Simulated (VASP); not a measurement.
# LiCl in VASP: notebook

The runs below take LiCl through single point, with PBEsol.

Everything below comes from runs of VASP 6.6.1. Logs are shortened: lines on timing, memory, paths and dates and some standing lists are left out, and cuts for length are marked.

### 1 The cell of the first run

The structure is cubic, space group Fm-3m (No. 225). The conventional cell has a = 5.098 Å, b = 5.098 Å, c = 5.098 Å, α = 90.00°, β = 90.00°, γ = 90.00°. Within 3.4 Å of Li (site symmetry m-3m) lie 6 Cl at 2.55 Å. Cl (site symmetry m-3m) has 6 Li at 2.55 Å within 3.4 Å.

### 2 Single point, PBEsol (16.56 Å³/atom)

Contents of INCAR:

```
ALGO = Normal
EDIFF = 1E-7
ENCUT = 520
GGA = PS
ISIF = 2
ISMEAR = 0
LASPH = T
LCHARG = F
LREAL = F
LWAVE = F
NBANDS = 12
NELM = 60
PREC = Accurate
SIGMA = 0.05
```

Contents of KPOINTS:

```
k-points
0
Gamma
  10 10 10
```

Contents of POSCAR:

```
LiCl
1.0
    0.0000000000      2.5489212276      2.5489212276
    2.5489212276      0.0000000000      2.5489212276
    2.5489212276      2.5489212276      0.0000000000
Li Cl
1 1
Direct
    0.0000000000      0.0000000000      0.0000000000
    0.5000000000      0.5000000000      0.5000000000
```

Potentials or basis: VASP PAW PBE potentials, release 64 (Li_sv, Cl).

Command:

```
$ cat potpaw_PBE.64/Li_sv/POTCAR potpaw_PBE.64/Cl/POTCAR > POTCAR
$ mpirun -np 1 vasp_std > vasp.out
```

OUTCAR:

```text
EDIFF = 1E-7
   ENCUT = 520
   GGA = PS
   ISIF = 2
   ISMEAR = 0
   LASPH = T
   LREAL = F
   NELM = 60
   PREC = Accurate

 ion  position               nearest neighbor table
   1  0.000  0.000  0.000-   2 2.55   2 2.55   2 2.55   2 2.55   2 2.55   2 2.55
   2  0.500  0.500  0.500-   1 2.55   1 2.55   1 2.55   1 2.55   1 2.55   1 2.55

  LATTYP: Found a face centered cubic cell.
 ALAT       =     5.0978424552

  Lattice vectors:

 A1 = (   0.0000000000,   2.5489212276,   2.5489212276)
 A2 = (   2.5489212276,   0.0000000000,   2.5489212276)
 A3 = (   2.5489212276,   2.5489212276,   0.0000000000)

Analysis of symmetry for initial positions (statically):
=====================================================================
 Subroutine PRICEL returns:
 Original cell was already a primitive cell.

 Routine SETGRP: Setting up the symmetry group for a
 face centered cubic supercell.

 Subroutine GETGRP returns: Found 48 space group operations
 (whereof 48 operations were pure point group operations)
 out of a pool of 48 trial point group operations.

The static configuration has the point symmetry O_h .

Analysis of symmetry for dynamics (positions and initial velocities):
=====================================================================
 Subroutine PRICEL returns:
 Original cell was already a primitive cell.

 Routine SETGRP: Setting up the symmetry group for a
 face centered cubic supercell.

 Subroutine GETGRP returns: Found 48 space group operations
 (whereof 48 operations were pure point group operations)
 out of a pool of 48 trial point group operations.

The dynamic configuration has the point symmetry O_h .

 Subroutine INISYM returns: Found 48 space group operations
 (whereof 48 operations are pure point group operations),
 and found     1 'primitive' translations

----------------------------------------------------------------------------------------

                                     Primitive cell

  volume of cell :      33.1207

  direct lattice vectors                    reciprocal lattice vectors
     0.000000000  2.548921228  2.548921228    -0.196161417  0.196161417  0.196161417
     2.548921228  0.000000000  2.548921228     0.196161417 -0.196161417  0.196161417
     2.548921228  2.548921228  0.000000000     0.196161417  0.196161417 -0.196161417

  length of vectors
     3.604718969  3.604718969  3.604718969     0.339761541  0.339761541  0.339761541

  position of ions in fractional coordinates (direct lattice)
     0.000000000  0.000000000  0.000000000
     0.500000000  0.500000000  0.500000000

  ion indices of the primitive-cell ions
   primitive index   ion index
                 1           1
                 2           2

----------------------------------------------------------------------------------------

 KPOINTS: k-points

Automatic generation of k-mesh.
 Grid dimensions read from file:
 generate k-points for:   10   10   10

 Generating k-lattice:

  Cartesian coordinates                     Fractional coordinates (reciprocal lattice)
    -0.019616142  0.019616142  0.019616142     0.100000000  0.000000000  0.000000000
     0.019616142 -0.019616142  0.019616142     0.000000000  0.100000000  0.000000000
     0.019616142  0.019616142 -0.019616142     0.000000000  0.000000000  0.100000000

  Length of vectors
     0.033976154  0.033976154  0.033976154

  Shift w.r.t. Gamma in fractional coordinates (k-lattice)
     0.000000000  0.000000000  0.000000000

 Subroutine IBZKPT returns following result:
 ===========================================

 Found     47 irreducible k-points:

 Following reciprocal coordinates:
            Coordinates               Weight
  0.000000  0.000000  0.000000      1.000000
  0.100000  0.000000  0.000000      8.000000
  0.200000  0.000000  0.000000      8.000000
  0.300000  0.000000  0.000000      8.000000
  0.400000  0.000000  0.000000      8.000000
  0.500000  0.000000  0.000000      4.000000
[... 16 lines left out ...]
  0.300000  0.300000  0.000000      6.000000
  0.400000  0.300000  0.000000     24.000000
 [... further k-points ...]
   k-points           NKPTS =     47   k-points in BZ     NKDIM =     47   number of bands    NBANDS=     12
   number of dos      NEDOS =    301   number of ions     NIONS =      2
   total plane-waves  NPLWV =  21952
   dimension x,y,z NGX =    28 NGY =   28 NGZ =   28
   dimension x,y,z NGXF=    56 NGYF=   56 NGZF=   56
   ions per type =               1   1
   NGX,Y,Z   is equivalent  to a cutoff of  12.91, 12.91, 12.91 a.u.
   NGXF,Y,Z  is equivalent  to a cutoff of  25.83, 25.83, 25.83 a.u.
 SYSTEM =  unknown system
   PREC   = accura    normal or accurate (medium, high low for compatibility)
   ISTART =      0    job   : 0-new  1-cont  2-samecut
   ICHARG =      2    charge: 1-file 2-atom 10-const
   ISPIN  =      1    spin polarized calculation?
   LNONCOLLINEAR =      F non collinear calculations
   LSORBIT =      F    spin-orbit coupling
   LASPH  =      T    aspherical Exc in radial PAW
   ENCUT  =  520.0 eV  38.22 Ry    6.18 a.u.   6.70  6.70  6.70*2*pi/ulx,y,z
   NELM   =     60;   NELMIN=  2; NELMDL= -5     # of ELM steps
   EDIFF  = 0.1E-06   stopping-criterion for ELM
   LREAL  =      F    real-space projection
   EDIFFG = 0.1E-05   stopping-criterion for IOM
   NSW    =      0    number of steps for IOM
   IBRION =     -1    ionic relax: 0-MD 1-quasi-New 2-CG
   NFREE  =      0    steps in history (QN), initial steepest desc. (CG)
   ISIF   =      2    stress and relaxation
   ISYM   =      2    0-nonsym 1-usesym 2-fastsym
   POTIM  = 0.5000    time-step for ionic-motion
   TEBEG  =    0.0;   TEEND  =   0.0 temperature during run
   PSTRESS=    0.0 pullay stress
   NELECT =      10.0000    total number of electrons
   NUPDOWN=      -1.0000    fix difference up-down
   EMIN   =  10.00;   EMAX   =-10.00  energy-range for DOS
   EFERMI =   0.00;   METHOD = LEGACY
   ISMEAR =     0;   SIGMA  =   0.05  broadening in eV -4-tet -1-fermi 0-gaus
   EFERMI_NEDOS =   21; number of points for ismear=-14 and -15
   IALGO  =     38    algorithm
   IMIX   =      4    mixing-type and parameters
     AMIX     =   0.40;   BMIX     =  1.00
     AMIX_MAG =   1.60;   BMIX_MAG =  1.00
  volume/ion in A,a.u.               =      16.56       111.75
  Fermi-wavevector in a.u.,A,eV,Ry     =   1.098268  2.075426 16.411253  1.206193
  Thomas-Fermi vector in A             =   2.234643
   LORBIT       =      0    0 simple, 1 ext, 2 COOP (PROOUT), +10 PAW based schemes
   GGA     = PS    functional components
   LHFCALC =     F    Hartree Fock is set to
   AEXX    =    0.0000 exact exchange contribution
   IVDW    =     0    specifies the selected vdW correction
   LEPSILON=     F    determine dielectric tensor
   LRPA    =     F    only Hartree local field effects (RPA)
 non-spin polarized calculation
 Gauss-broadening in eV      SIGMA  =   0.05
  energy-cutoff  :      520.00
  volume of cell :       33.12
 maximum number of plane-waves:       914
   NGX = 13   NGY = 13   NGZ = 13

 number of electron      10.0000001 magnetization

 Free energy of the ion-electron system (eV)
  ---------------------------------------------------
  ext. energy  EPLUGINS =         0.00000000
  ---------------------------------------------------
  free energy    TOTEN  =        -7.63795769 eV

  energy without entropy =       -7.63795769  energy(sigma->0) =       -7.63795769

 E-fermi :   0.9001     XC(G=0):  -8.9915

 val. band max:        0.6762220052   @ k =  -0.1000   0.1000   0.0000
 cond. band min:       6.9192135777   @ k =   0.0000   0.0000   0.0000
 fundamental gap:      6.2429915726
 Fermi energy:         0.9000886994

 k-point     1 :       0.0000    0.0000    0.0000
  band No.  band energies     occupation
      1     -42.1084      2.00000
      2     -12.7836      2.00000
      3       0.6759      2.00000
      4       0.6759      2.00000
      5       0.6759      2.00000
      6       6.9192      0.00000
      7      12.5030      0.00000
      8      12.5030      0.00000
      9      12.5030      0.00000
     10      15.1994      0.00000
     11      15.1995      0.00000
     12      15.1999      0.00000

 k-point     2 :       0.1000    0.0000    0.0000
  band No.  band energies     occupation
      1     -42.1082      2.00000
      2     -12.7318      2.00000
      3       0.3046      2.00000
      4       0.6473      2.00000
      5       0.6473      2.00000
      6       7.2456      0.00000
      7      11.9002      0.00000
      8      12.5162      0.00000
      9      12.5162      0.00000
     10      13.8548      0.00000
     11      13.8548      0.00000
     12      15.5379      0.00000

 k-point     3 :       0.2000    0.0000    0.0000
  band No.  band energies     occupation
      1     -42.1074      2.00000
      2     -12.5907      2.00000
      3      -0.5305      2.00000
      4       0.5755      2.00000
      5       0.5755      2.00000
      6       7.7340      0.00000
      7      11.4123      0.00000
      8      11.7739      0.00000
      9      11.7740      0.00000
     10      14.0528      0.00000
     11      14.0528      0.00000
     12      15.9726      0.00000
[... 286 lines left out ...]
 k-point    23 :       0.3000    0.3000    0.0000
  band No.  band energies     occupation
      1     -42.1055      2.00000
      2     -12.2552      2.00000
      3      -1.3652      2.00000
      4      -0.1201      2.00000
      5      -0.1201      2.00000
      6       9.1922      0.00000
      7       9.5701      0.00000
      8      10.6876      0.00000
      9      13.5306      0.00000
     10      13.5306      0.00000
     11      16.6983      0.00000
     12      19.2114      0.00000

 k-point    24 :       0.4000    0.3000    0.0000
  band No.  band energies     occupation
      1     -42.1049      2.00000
      2     -12.1161      2.00000
      3      -1.7747      2.00000
      4      -0.3652      2.00000
      5      -0.2280      2.00000
      6       8.9534      0.00000
      7       9.4775      0.00000
      8      11.2126      0.00000
      9      13.3374      0.00000
     10      14.2577      0.00000
     11      17.6939      0.00000
     12      19.6442      0.00000

 [... further k-points ...]
[... 5 lines left out ...]
  --------------------------------------------------------------------------------------
  -------------------------------------------------------------------------------------
  Total       -0.1535810     -0.1535810     -0.1535810      0.0000000      0.0000000      0.0000000
  in kB       -7.4293174     -7.4293174     -7.4293174      0.0000000      0.0000000      0.0000000
  external PRESSURE =      -7.4293174 kB  Pullay stress =       0.0000000 kB

 VOLUME and BASIS-vectors are now :
 -----------------------------------------------------------------------------
  energy-cutoff  :      520.00
  volume of cell :       33.12
      direct lattice vectors                 reciprocal lattice vectors
     0.000000000  2.548921228  2.548921228    -0.196161417  0.196161417  0.196161417
     2.548921228  0.000000000  2.548921228     0.196161417 -0.196161417  0.196161417
     2.548921228  2.548921228  0.000000000     0.196161417  0.196161417 -0.196161417

 POSITION                                       TOTAL-FORCE (eV/Angst)
 -----------------------------------------------------------------------------------
      0.00000      0.00000      0.00000         0.000000      0.000000      0.000000
      2.54892      2.54892      2.54892        -0.000000     -0.000000     -0.000000
 -----------------------------------------------------------------------------------
    total drift:                                0.000000      0.000000      0.000000

  FREE ENERGIE OF THE ION-ELECTRON SYSTEM (eV)
  ---------------------------------------------------
  free  energy   TOTEN  =        -7.6379576853 eV

  energy  without entropy=       -7.6379576853  energy(sigma->0) =       -7.63795769
```

Run time: 11 s. Hardware: 1 thread of AMD EPYC 9R45 (Zen 5), shared host; peak memory 0.12 GiB.

Results:

```yaml
Free_energy: -7.6380 eV
Band_gap_on_the_k_mesh: 6.24 eV
```

Levels at points of the mesh, in eV from the valence-band top:
```csv
k point,band 3,band 4,band 5,band 6,band 7,band 8
"(0.00, 0.00, 0.00)",0.00,0.00,0.00,6.24,11.83,11.83
"(0.50, 0.00, 0.00)",-2.95,-0.27,-0.27,6.58,9.40,9.40
"(0.50, 0.50, 0.00)",-3.05,-1.16,-1.16,7.81,8.06,12.43
```

Caveat: the cutoff is under 1.25 times the usual one of these potentials, so pressure, stress and relaxed cells hold a basis-set (Pulay) error; the PAW data sets were made with another functional, which shifts forces and pressure a little. A k mesh can miss the band edges.

[end of part 1 of 3]
